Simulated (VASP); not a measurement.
# TiO2 (Fm-3m) in VASP: dielectric tensor with r2SCAN

Aim: the dielectric tensor of TiO2 with r2SCAN.

Everything below comes from runs of VASP 6.6.1. Logs are shortened: lines on timing, memory, paths and dates and some standing lists are left out, and cuts for length are marked.

**1. The cell of the first run**

Symmetry: Fm-3m, No. 225, cubic system. The conventional cell has a = 4.794 Å, b = 4.794 Å, c = 4.794 Å, α = 90.00°, β = 90.00°, γ = 90.00°. Ti (site symmetry m-3m) has 8 O at 2.08 Å within 2.7 Å. Within 2.7 Å of O (site symmetry -43m) lie 4 Ti at 2.08 Å and 6 O at 2.40 Å.

**2. Dielectric tensor, r2SCAN**

INCAR

```
  PREC = Accurate
  ENCUT = 520
  EDIFF = 1E-8
  ISMEAR = 0
  SIGMA = 0.01
  LREAL = False
  LASPH = True
  NELM = 80
  ALGO = Normal
  ISIF = 2
  LWAVE = False
  LCHARG = False
  METAGGA = R2SCAN
  LMIXTAU = True
  LCALCEPS = True
```

KPOINTS

```
Automatic mesh
0
Gamma
  8 8 8
```

POSCAR

```
TiO2
1.0
    0.0000000000      2.3968295068      2.3968295068
    2.3968295068      0.0000000000      2.3968295068
    2.3968295068      2.3968295068      0.0000000000
Ti O
1 2
Direct
    0.0000000000      0.0000000000      0.0000000000
    0.7500000000      0.7500000000      0.7500000000
    0.2500000000      0.2500000000      0.2500000000
```

Potentials or basis: VASP PAW PBE potentials, release 64 (Ti_sv, O).

On the command line:

```bash
> cat potpaw_PBE.64/Ti_sv/POTCAR potpaw_PBE.64/O/POTCAR > POTCAR
> mpirun -np 1 vasp_std > vasp.out
```

OUTCAR:

```text
PREC = Accurate
   ENCUT = 520
   EDIFF = 1E-8
   ISMEAR = 0
   LREAL = False
   LASPH = True
   NELM = 80
   ISIF = 2
   METAGGA = R2SCAN

 ion  position               nearest neighbor table
   1  0.000  0.000  0.000-   2 2.08   3 2.08   2 2.08   2 2.08   2 2.08   3 2.08   3 2.08   3 2.08

   2  0.750  0.750  0.750-   1 2.08   1 2.08   1 2.08   1 2.08
   3  0.250  0.250  0.250-   1 2.08   1 2.08   1 2.08   1 2.08

  LATTYP: Found a face centered cubic cell.
 ALAT       =     4.7936590136

  Lattice vectors:

 A1 = (   0.0000000000,   2.3968295068,   2.3968295068)
 A2 = (   2.3968295068,   0.0000000000,   2.3968295068)
 A3 = (   2.3968295068,   2.3968295068,   0.0000000000)

Analysis of symmetry for initial positions (statically):
=====================================================================
 Subroutine PRICEL returns:
 Original cell was already a primitive cell.

 Routine SETGRP: Setting up the symmetry group for a
 face centered cubic supercell.

 Subroutine GETGRP returns: Found 48 space group operations
 (whereof 48 operations were pure point group operations)
 out of a pool of 48 trial point group operations.

The static configuration has the point symmetry O_h .

Analysis of symmetry for dynamics (positions and initial velocities):
=====================================================================
 Subroutine PRICEL returns:
 Original cell was already a primitive cell.

 Routine SETGRP: Setting up the symmetry group for a
 face centered cubic supercell.

 Subroutine GETGRP returns: Found 48 space group operations
 (whereof 48 operations were pure point group operations)
 out of a pool of 48 trial point group operations.

The dynamic configuration has the point symmetry O_h .

 Subroutine INISYM returns: Found 48 space group operations
 (whereof 48 operations are pure point group operations),
 and found     1 'primitive' translations

----------------------------------------------------------------------------------------

                                     Primitive cell

  volume of cell :      27.5386

  direct lattice vectors                    reciprocal lattice vectors
     0.000000000  2.396829507  2.396829507    -0.208608914  0.208608914  0.208608914
     2.396829507  0.000000000  2.396829507     0.208608914 -0.208608914  0.208608914
     2.396829507  2.396829507  0.000000000     0.208608914  0.208608914 -0.208608914

  length of vectors
     3.389628795  3.389628795  3.389628795     0.361321238  0.361321238  0.361321238

  position of ions in fractional coordinates (direct lattice)
     0.000000000  0.000000000  0.000000000
     0.750000000  0.750000000  0.750000000
     0.250000000  0.250000000  0.250000000

  ion indices of the primitive-cell ions
   primitive index   ion index
                 1           1
                 2           2
                 3           3

----------------------------------------------------------------------------------------

 KPOINTS: Automatic mesh

Automatic generation of k-mesh.
 Grid dimensions read from file:
 generate k-points for:    8    8    8

 Generating k-lattice:

  Cartesian coordinates                     Fractional coordinates (reciprocal lattice)
    -0.026076114  0.026076114  0.026076114     0.125000000  0.000000000  0.000000000
     0.026076114 -0.026076114  0.026076114     0.000000000  0.125000000  0.000000000
     0.026076114  0.026076114 -0.026076114     0.000000000  0.000000000  0.125000000

  Length of vectors
     0.045165155  0.045165155  0.045165155

  Shift w.r.t. Gamma in fractional coordinates (k-lattice)
     0.000000000  0.000000000  0.000000000

 Subroutine IBZKPT returns following result:
 ===========================================

 Found     29 irreducible k-points:

 Following reciprocal coordinates:
            Coordinates               Weight
  0.000000  0.000000  0.000000      1.000000
  0.125000  0.000000  0.000000      8.000000
  0.250000  0.000000  0.000000      8.000000
  0.375000  0.000000  0.000000      8.000000
  0.500000  0.000000  0.000000      4.000000
  0.125000  0.125000  0.000000      6.000000
[... 16 lines left out ...]
  0.500000  0.250000  0.125000     48.000000
 -0.375000  0.250000  0.125000     24.000000
 [... further k-points ...]
   k-points           NKPTS =     29   k-points in BZ     NKDIM =     29   number of bands    NBANDS=     16
   number of dos      NEDOS =    301   number of ions     NIONS =      3
   total plane-waves  NPLWV =  21952
   dimension x,y,z NGX =    28 NGY =   28 NGZ =   28
   dimension x,y,z NGXF=    56 NGYF=   56 NGZF=   56
   ions per type =               1   2
   NGX,Y,Z   is equivalent  to a cutoff of  13.73, 13.73, 13.73 a.u.
   NGXF,Y,Z  is equivalent  to a cutoff of  27.47, 27.47, 27.47 a.u.
 SYSTEM =  unknown system
   PREC   = accura    normal or accurate (medium, high low for compatibility)
   ISTART =      0    job   : 0-new  1-cont  2-samecut
   ICHARG =      2    charge: 1-file 2-atom 10-const
   ISPIN  =      1    spin polarized calculation?
   LNONCOLLINEAR =      F non collinear calculations
   LSORBIT =      F    spin-orbit coupling
   LASPH  =      T    aspherical Exc in radial PAW
   ENCUT  =  520.0 eV  38.22 Ry    6.18 a.u.   6.30  6.30  6.30*2*pi/ulx,y,z
   NELM   =     80;   NELMIN=  2; NELMDL= -5     # of ELM steps
   EDIFF  = 0.1E-07   stopping-criterion for ELM
   LREAL  =      F    real-space projection
   EDIFFG = 0.1E-06   stopping-criterion for IOM
   NSW    =      0    number of steps for IOM
   IBRION =     -1    ionic relax: 0-MD 1-quasi-New 2-CG
   NFREE  =      0    steps in history (QN), initial steepest desc. (CG)
   ISIF   =      2    stress and relaxation
   ISYM   =      2    0-nonsym 1-usesym 2-fastsym
   POTIM  = 0.5000    time-step for ionic-motion
   TEBEG  =    0.0;   TEEND  =   0.0 temperature during run
   PSTRESS=    0.0 pullay stress
   NELECT =      24.0000    total number of electrons
   NUPDOWN=      -1.0000    fix difference up-down
   EMIN   =  10.00;   EMAX   =-10.00  energy-range for DOS
   EFERMI =   0.00;   METHOD = LEGACY
   ISMEAR =     0;   SIGMA  =   0.01  broadening in eV -4-tet -1-fermi 0-gaus
   EFERMI_NEDOS =   21; number of points for ismear=-14 and -15
   IALGO  =     38    algorithm
   IMIX   =      4    mixing-type and parameters
     AMIX     =   0.40;   BMIX     =  1.00
     AMIX_MAG =   1.60;   BMIX_MAG =  1.00
  volume/ion in A,a.u.               =       9.18        61.95
  Fermi-wavevector in a.u.,A,eV,Ry     =   1.563741  2.955042 33.270127  2.445285
  Thomas-Fermi vector in A             =   2.666467
   LORBIT       =      0    0 simple, 1 ext, 2 COOP (PROOUT), +10 PAW based schemes
   METAGGA = R2SCAN    functional components
   LHFCALC =     F    Hartree Fock is set to
   AEXX    =    0.0000 exact exchange contribution
   IVDW    =     0    specifies the selected vdW correction
   LEPSILON=     F    determine dielectric tensor
   LRPA    =     F    only Hartree local field effects (RPA)
   LRPA       =     F
 non-spin polarized calculation
 Gauss-broadening in eV      SIGMA  =   0.01
  energy-cutoff  :      520.00
  volume of cell :       27.54
 maximum number of plane-waves:       754
 NGX is ok and might be reduce to    28
   NGX = 13   NGY = 13   NGZ = 13

 Total electronic dipole moment: p[elc]=(     0.00000    -0.00000     0.00000 ) |e| Angst

 number of electron      23.9999996 magnetization

 Free energy of the ion-electron system (eV)
  ---------------------------------------------------
  ext. energy  EPLUGINS =         0.00000000
  ---------------------------------------------------
  free energy    TOTEN  =       -34.10084172 eV

  energy without entropy =      -34.10084172  energy(sigma->0) =      -34.10084172

 E-fermi :   7.3195     XC(G=0): -13.0577

 val. band max:        7.1245290392   @ k =   0.5000   0.5000   0.0000
 cond. band min:   10000.0000000000   @ k =   0.0000   0.0000   0.0000
 fundamental gap:   9992.8754709608
 Fermi energy:         7.3195350200

 k-point     1 :       0.0000    0.0000    0.0000
  band No.  band energies     occupation
      1     -52.8773      2.00000
      2     -27.9110      2.00000
      3     -27.9110      2.00000
      4     -27.9110      2.00000
      5     -13.6352      2.00000
      6      -9.8192      2.00000
[... 433 lines left out ...]
      3     -28.0160      2.00000
      4     -27.9589      2.00000
      5     -11.8052      2.00000
      6     -11.4371      2.00000
[... 8 lines left out ...]
     15   10000.0000      0.00000
     16   10000.0000      0.00000

 [... further k-points ...]

------------------------ aborting loop because EDIFF is reached ----------------------------------------

            Ionic dipole moment: p[ion]=(     0.00000     0.00000     0.00000 ) |e| Angst

 Total electronic dipole moment: p[elc]=(     0.00000     0.00000     0.01169 ) |e| Angst

 MACROSCOPIC STATIC DIELECTRIC TENSOR (including local field effects)
 ------------------------------------------------------
           8.679955     0.000000     0.000000
          -0.000000     8.679955     0.000000
          -0.000000     0.000000     8.679955
 ------------------------------------------------------

 PIEZOELECTRIC TENSOR (including local field effects) (e Angst)
          XX          YY          ZZ          XY          YZ          ZX
  --------------------------------------------------------------------------------
  x     0.00000     0.00000     0.00000     0.00000     0.00000     0.00000
  y     0.00000     0.00000     0.00000     0.00000     0.00000     0.00000
  z     0.00000     0.00000     0.00000     0.00000     0.00000     0.00000

 PIEZOELECTRIC TENSOR (including local field effects) (C/m^2)
          XX          YY          ZZ          XY          YZ          ZX
  --------------------------------------------------------------------------------
  x     0.00000     0.00000     0.00000     0.00000     0.00000     0.00000
  y     0.00000     0.00000     0.00000     0.00000     0.00000     0.00000
  z     0.00000     0.00000     0.00000     0.00000     0.00000     0.00000

 BORN EFFECTIVE CHARGES (including local field effects) (in |e|, cummulative output)
 ---------------------------------------------------------------------------------
 ion    1
    1     6.34785     0.00000    -0.00000
    2     0.00000     6.34785     0.00000
    3    -0.00000     0.00000     6.34785
 ion    2
    1    -3.17393     0.00000     0.00000
    2    -0.00000    -3.17393     0.00000
    3     0.00000    -0.00000    -3.17393
 ion    3
    1    -3.17393     0.00000     0.00000
    2     0.00000    -3.17393     0.00000
    3    -0.00000     0.00000    -3.17393

  FORCE on cell =-STRESS in cart. coord.  units (eV):
  Direction    XX          YY          ZZ          XY          YZ          ZX
  --------------------------------------------------------------------------------------
  -------------------------------------------------------------------------------------
  Total        0.2654883      0.2654883      0.2654883      0.0000000     -0.0000000      0.0000000
  in kB       15.4459449     15.4459449     15.4459449      0.0000000     -0.0000000      0.0000000
  external PRESSURE =      15.4459449 kB  Pullay stress =       0.0000000 kB

 VOLUME and BASIS-vectors are now :
 -----------------------------------------------------------------------------
  energy-cutoff  :      520.00
  volume of cell :       27.54
      direct lattice vectors                 reciprocal lattice vectors
     0.000000000  2.396829507  2.396829507    -0.208608914  0.208608914  0.208608914
     2.396829507  0.000000000  2.396829507     0.208608914 -0.208608914  0.208608914
     2.396829507  2.396829507  0.000000000     0.208608914  0.208608914 -0.208608914

 POSITION                                       TOTAL-FORCE (eV/Angst)
 -----------------------------------------------------------------------------------
      0.00000      0.00000      0.00000        -0.000000      0.000000     -0.000000
      3.59524      3.59524      3.59524         0.000000     -0.000000      0.000000
      1.19841      1.19841      1.19841        -0.000000      0.000000      0.000000
 -----------------------------------------------------------------------------------
    total drift:                                0.000000     -0.000000      0.000000

  FREE ENERGIE OF THE ION-ELECTRON SYSTEM (eV)
  ---------------------------------------------------
  free  energy   TOTEN  =       -34.1008417205 eV

  energy  without entropy=      -34.1008417205  energy(sigma->0) =      -34.10084172
```

It took 47 min on 1 thread of Intel Xeon 6975P-C (Granite Rapids), shared host; peak memory 0.39 GiB.

Results:

- Band gap on the k mesh: 1.55 eV (least direct gap 2.24 eV)
- Electronic dielectric tensor (diagonal): 8.68
- Born charges (mean of the diagonal): Ti +6.35; O -3.17 e

Electronic dielectric tensor:
```
8.68 0.00 0.00
0.00 8.68 0.00
0.00 0.00 8.68
```

Born effective charge tensors (e):
atom 1, Ti
```
6.35 0.00 0.00
0.00 6.35 0.00
0.00 0.00 6.35
```
atom 2, O
```
-3.17  0.00  0.00
 0.00 -3.17  0.00
 0.00  0.00 -3.17
```
atom 3, O
```
-3.17  0.00  0.00
 0.00 -3.17  0.00
 0.00  0.00 -3.17
```

Dipole moments of the cell (e·Å, modulo the quantum): ionic 0.000, 0.000, 0.000; electronic 0.000, 0.000, 0.012

Caveat: the PAW data sets were made with another functional, which shifts forces and pressure a little.
